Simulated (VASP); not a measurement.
# ScAl3 (Amm2) in VASP: single point with PBEsol

Aim: the single point of ScAl3 with PBEsol.

Program: VASP 6.6.1. These are calculated values, not measurements. Logs are shortened: lines on timing, memory, paths and dates and some standing lists are left out, and cuts for length are marked.

## (1) The cell of the first run

It takes space group Amm2 (No. 38, orthorhombic). Conventional cell: a = 4.071 Å, b = 5.758 Å, c = 5.758 Å, α = 90.00°, β = 90.00°, γ = 90.00°. Within 3.5 Å of Sc (site symmetry mm2) lie 12 Al at 2.69 to 3.07 Å. Al (site symmetry m) has 4 Sc at 2.79 to 2.98 Å and 8 Al at 2.88 Å within 3.7 Å. Within 3.5 Å of Al (site symmetry mm2) lie 4 Sc at 2.69 to 3.07 Å and 8 Al at 2.88 Å.

## (2) Single point, PBEsol (all Al atoms moved +0.188 Å, as atom 2 along Cartesian [1 1 0])

The input, INCAR:

```
  ALGO = Fast
  EDIFF = 1E-6
  ENCUT = 520
  GGA = PS
  ISIF = 2
  ISMEAR = 0
  LASPH = T
  LCHARG = F
  LREAL = F
  LWAVE = F
  NBANDS = 18
  NELM = 60
  PREC = Accurate
  SIGMA = 0.15
```

The input, KPOINTS:

```
k-points
0
Gamma
  12 12 12
```

The input, POSCAR:

```
ScAl3
1.0
    4.0712986163      0.0000000000      0.0000000000
    0.0000000000      4.0712986163      0.0000000000
    0.0000000000      0.0000000000      4.0712986163
Sc Al
1 3
Direct
    0.0000000000      0.0000000000      0.0000000000
    0.5325651675      0.0325651675      0.5000000000
    0.0325651675      0.5325651675      0.5000000000
    0.5325651675      0.5325651675      0.0000000000
```

Potentials or basis: VASP PAW PBE potentials, release 64 (Sc_sv, Al).

Command:

```bash
> cat potpaw_PBE.64/Sc_sv/POTCAR potpaw_PBE.64/Al/POTCAR > POTCAR
> mpirun -np 1 vasp_std > vasp.out
```

OUTCAR:

```text
EDIFF = 1E-6
   ENCUT = 520
   GGA = PS
   ISIF = 2
   ISMEAR = 0
   LASPH = T
   LREAL = F
   NELM = 60
   PREC = Accurate

 ion  position               nearest neighbor table
   1  0.000  0.000  0.000-   4 2.69   3 2.79   2 2.79   2 2.79   3 2.79   4 2.88   4 2.88   3 2.98
                             2 2.98   3 2.98   2 2.98   4 3.07
   2  0.533  0.033  0.500-   1 2.79   1 2.79   4 2.88   3 2.88   4 2.88   3 2.88   4 2.88   4 2.88
                             3 2.88   3 2.88   1 2.98   1 2.98
   3  0.033  0.533  0.500-   1 2.79   1 2.79   4 2.88   2 2.88   4 2.88   2 2.88   2 2.88   4 2.88
                             4 2.88   2 2.88   1 2.98   1 2.98
   4  0.533  0.533  0.000-   1 2.69   2 2.88   3 2.88   2 2.88   3 2.88   2 2.88   2 2.88   3 2.88
                             3 2.88   1 2.88   1 2.88   1 3.07

  LATTYP: Found a simple cubic cell.
 ALAT       =     4.0712986163

  Lattice vectors:

 A1 = (   4.0712986163,   0.0000000000,   0.0000000000)
 A2 = (   0.0000000000,   4.0712986163,   0.0000000000)
 A3 = (   0.0000000000,   0.0000000000,   4.0712986163)

Analysis of symmetry for initial positions (statically):
=====================================================================
 Subroutine PRICEL returns:
 Original cell was already a primitive cell.

 Routine SETGRP: Setting up the symmetry group for a
 simple cubic supercell.

 Subroutine GETGRP returns: Found  4 space group operations
 (whereof  4 operations were pure point group operations)
 out of a pool of 48 trial point group operations.

The static configuration has the point symmetry C_2v.

Analysis of symmetry for dynamics (positions and initial velocities):
=====================================================================
 Subroutine PRICEL returns:
 Original cell was already a primitive cell.

 Routine SETGRP: Setting up the symmetry group for a
 simple cubic supercell.

 Subroutine GETGRP returns: Found  4 space group operations
 (whereof  4 operations were pure point group operations)
 out of a pool of 48 trial point group operations.

The dynamic configuration has the point symmetry C_2v.

 Subroutine INISYM returns: Found  4 space group operations
 (whereof  4 operations are pure point group operations),
 and found     1 'primitive' translations

[... 98 lines left out ...]
   EDIFF  = 0.1E-05   stopping-criterion for ELM
   LREAL  =      F    real-space projection
   EDIFFG = 0.1E-04   stopping-criterion for IOM
   NSW    =      0    number of steps for IOM
   IBRION =     -1    ionic relax: 0-MD 1-quasi-New 2-CG
   NFREE  =      0    steps in history (QN), initial steepest desc. (CG)
   ISIF   =      2    stress and relaxation
   ISYM   =      2    0-nonsym 1-usesym 2-fastsym
   POTIM  = 0.5000    time-step for ionic-motion
   TEBEG  =    0.0;   TEEND  =   0.0 temperature during run
   PSTRESS=    0.0 pullay stress
   NELECT =      20.0000    total number of electrons
   NUPDOWN=      -1.0000    fix difference up-down
   EMIN   =  10.00;   EMAX   =-10.00  energy-range for DOS
   EFERMI =   0.00;   METHOD = LEGACY
   ISMEAR =     0;   SIGMA  =   0.15  broadening in eV -4-tet -1-fermi 0-gaus
   EFERMI_NEDOS =   21; number of points for ismear=-14 and -15
   IALGO  =     68    algorithm
   IMIX   =      4    mixing-type and parameters
     AMIX     =   0.40;   BMIX     =  1.00
     AMIX_MAG =   1.60;   BMIX_MAG =  1.00
  volume/ion in A,a.u.               =      16.87       113.85
  Fermi-wavevector in a.u.,A,eV,Ry     =   1.091487  2.062611 16.209215  1.191344
  Thomas-Fermi vector in A             =   2.227733
   LORBIT       =      0    0 simple, 1 ext, 2 COOP (PROOUT), +10 PAW based schemes
   GGA     = PS    functional components
   LHFCALC =     F    Hartree Fock is set to
   AEXX    =    0.0000 exact exchange contribution
   IVDW    =     0    specifies the selected vdW correction
   LEPSILON=     F    determine dielectric tensor
   LRPA    =     F    only Hartree local field effects (RPA)
 non-spin polarized calculation
 RMM-DIIS sequential band-by-band and
 Gauss-broadening in eV      SIGMA  =   0.15
  energy-cutoff  :      520.00
  volume of cell :       67.48
 maximum number of plane-waves:      1856
   NGX = 15   NGY = 15   NGZ = 15

 number of electron      19.9999997 magnetization

 Free energy of the ion-electron system (eV)
  ---------------------------------------------------
  ext. energy  EPLUGINS =         0.00000000
  ---------------------------------------------------
  free energy    TOTEN  =       -20.59656270 eV

  energy without entropy =      -20.58182253  energy(sigma->0) =      -20.58919261

 E-fermi :   7.3105     XC(G=0): -10.5416

 val. band max:        7.2989994160   @ k =   0.3333   0.2500   0.0000
 cond. band min:       7.3201102896   @ k =  -0.2500   0.3333   0.0000
 fundamental gap:      0.0211108736
 Fermi energy:         7.3105492539

 k-point     1 :       0.0000    0.0000    0.0000
  band No.  band energies     occupation
      1     -41.3756      2.00000
      2     -20.1903      2.00000
      3     -20.1853      2.00000
      4     -20.1806      2.00000
      5      -2.7721      2.00000
      6       4.6353      2.00000
[... 481 lines left out ...]
      5      -2.1353      2.00000
      6       2.2143      2.00000
[... 10 lines left out ...]
     17      12.2988      0.00000
     18      13.1988      0.00000

 [... further k-points ...]

------------------------ aborting loop because EDIFF is reached ----------------------------------------

  FORCE on cell =-STRESS in cart. coord.  units (eV):
  Direction    XX          YY          ZZ          XY          YZ          ZX
  --------------------------------------------------------------------------------------
  -------------------------------------------------------------------------------------
  Total        0.4549630      0.4549630      0.4127088      0.2726100      0.0000000      0.0000000
  in kB       10.8015915     10.8015915      9.7984051      6.4722233      0.0000000      0.0000000
  external PRESSURE =      10.4671961 kB  Pullay stress =       0.0000000 kB

 VOLUME and BASIS-vectors are now :
 -----------------------------------------------------------------------------
  energy-cutoff  :      520.00
  volume of cell :       67.48
      direct lattice vectors                 reciprocal lattice vectors
     4.071298616  0.000000000  0.000000000     0.245621875  0.000000000  0.000000000
     0.000000000  4.071298616  0.000000000     0.000000000  0.245621875  0.000000000
     0.000000000  0.000000000  4.071298616     0.000000000  0.000000000  0.245621875

 POSITION                                       TOTAL-FORCE (eV/Angst)
 -----------------------------------------------------------------------------------
      0.00000      0.00000      0.00000         1.336135      1.336135      0.000000
      2.16823      0.13258      2.03565        -0.583001     -0.127913      0.000000
      0.13258      2.16823      2.03565        -0.127913     -0.583001      0.000000
      2.16823      2.16823      0.00000        -0.625221     -0.625221      0.000000
 -----------------------------------------------------------------------------------
    total drift:                               -0.000033     -0.000033     -0.000000

  FREE ENERGIE OF THE ION-ELECTRON SYSTEM (eV)
  ---------------------------------------------------
  free  energy   TOTEN  =       -20.5965626970 eV

  energy  without entropy=      -20.5818225268  energy(sigma->0) =      -20.58919261
```

OSZICAR:

```text
N       E                     dE             d eps       ncg     rms          rms(c)
DAV:   1     0.107882199064E+03    0.10788E+03   -0.82602E+03 10844   0.101E+03
DAV:   2    -0.166693776919E+02   -0.12455E+03   -0.12149E+03 10862   0.290E+02
DAV:   3    -0.215080582330E+02   -0.48387E+01   -0.46615E+01 16404   0.554E+01
DAV:   4    -0.216287911023E+02   -0.12073E+00   -0.12037E+00 16604   0.888E+00
DAV:   5    -0.216308559000E+02   -0.20648E-02   -0.20646E-02 15882   0.104E+00    0.956E+00
RMM:   6    -0.205577234342E+02    0.10731E+01   -0.17762E+00 11217   0.152E+01    0.293E+00
RMM:   7    -0.206526051419E+02   -0.94882E-01   -0.22299E+00 14977   0.674E+00    0.144E+00
RMM:   8    -0.205976279330E+02    0.54977E-01   -0.13300E-01 12697   0.431E+00    0.168E+00
RMM:   9    -0.206002549514E+02   -0.26270E-02   -0.87870E-02 15783   0.208E+00    0.598E-01
RMM:  10    -0.205962825706E+02    0.39724E-02   -0.12015E-02 14122   0.114E+00    0.152E-01
RMM:  11    -0.205968535541E+02   -0.57098E-03   -0.76283E-03 15726   0.593E-01    0.106E-01
RMM:  12    -0.205965963037E+02    0.25725E-03   -0.67553E-04 16274   0.263E-01    0.553E-02
RMM:  13    -0.205966199292E+02   -0.23626E-04   -0.14923E-04 16389   0.874E-02    0.761E-02
RMM:  14    -0.205965603343E+02    0.59595E-04   -0.18771E-04 15324   0.131E-01    0.952E-02
RMM:  15    -0.205965627839E+02   -0.24496E-05   -0.49602E-05 15288   0.469E-02    0.700E-02
RMM:  16    -0.205965626970E+02    0.86922E-07   -0.61878E-06 13553   0.306E-02
   1 F= -.20596563E+02 E0= -.20589193E+02  d E =-.147402E-01
```

stdout:

```text
POSCAR found type information on POSCAR ScAl
 POSCAR found :  2 types and       4 ions
 scaLAPACK will be used
 -----------------------------------------------------------------------------
|                                                                             |
|                                                                             |
|     You enforced a specific xc type in the INCAR file but a different       |
|     I HOPE YOU KNOW WHAT YOU ARE DOING!                                     |
|                                                                             |
 -----------------------------------------------------------------------------

 LDA part: xc-table for (Slater+PW92), standard interpolation
 POSCAR, INCAR and KPOINTS ok, starting setup
 FFT: planning ... GRIDC
 FFT: planning ... GRID_SOFT
 FFT: planning ... GRID
 WAVECAR not read
 entering main loop
```

Run time: 3.2 min. Hardware: 1 thread of AMD EPYC 9R45 (Zen 5), shared host; peak memory 0.4 GiB.

What came out:

```yaml
Free_energy: -20.5966 eV
Pressure: 1.0 GPa
Largest_force: 1.890 eV/Å
Band_gap_on_the_k_mesh: zero (bands 10 and 11 overlap by 3.86 eV)
```

Forces on the atoms (eV/Å):
```
Sc   1.336  1.336  0.000
Al  -0.583 -0.128  0.000
Al  -0.128 -0.583  0.000
Al  -0.625 -0.625  0.000
```

Levels at points of the mesh, in eV from the Fermi level:
| k point | band 8 | band 9 | band 10 | band 11 | band 12 | band 13 |
| --- | --- | --- | --- | --- | --- | --- |
| (0.00, 0.00, 0.00) | -1.82 | -1.79 | -1.77 | 1.21 | 1.26 | 1.29 |
| (0.50, 0.00, 0.00) | -1.72 | -1.55 | 0.92 | 0.94 | 1.05 | 1.30 |
| (0.00, 0.00, 0.50) | -1.72 | -1.53 | 0.88 | 0.90 | 1.04 | 1.30 |
| (0.50, 0.50, 0.00) | -4.39 | -0.57 | -0.57 | 1.24 | 1.36 | 1.99 |
| (0.00, 0.50, 0.50) | -4.38 | -0.55 | -0.54 | 1.08 | 1.53 | 2.02 |
| (0.50, 0.50, 0.50) | -4.49 | -2.96 | -2.95 | -2.93 | 0.95 | 2.60 |

Caveat: the cell differs from its parent crystal (all Al atoms moved +0.188 Å, as atom 2 along Cartesian [1 1 0]); the PAW data sets were made with another functional, which shifts forces and pressure a little.

The gap in the log of VASP goes by the Fermi energy; the results here count the filled bands.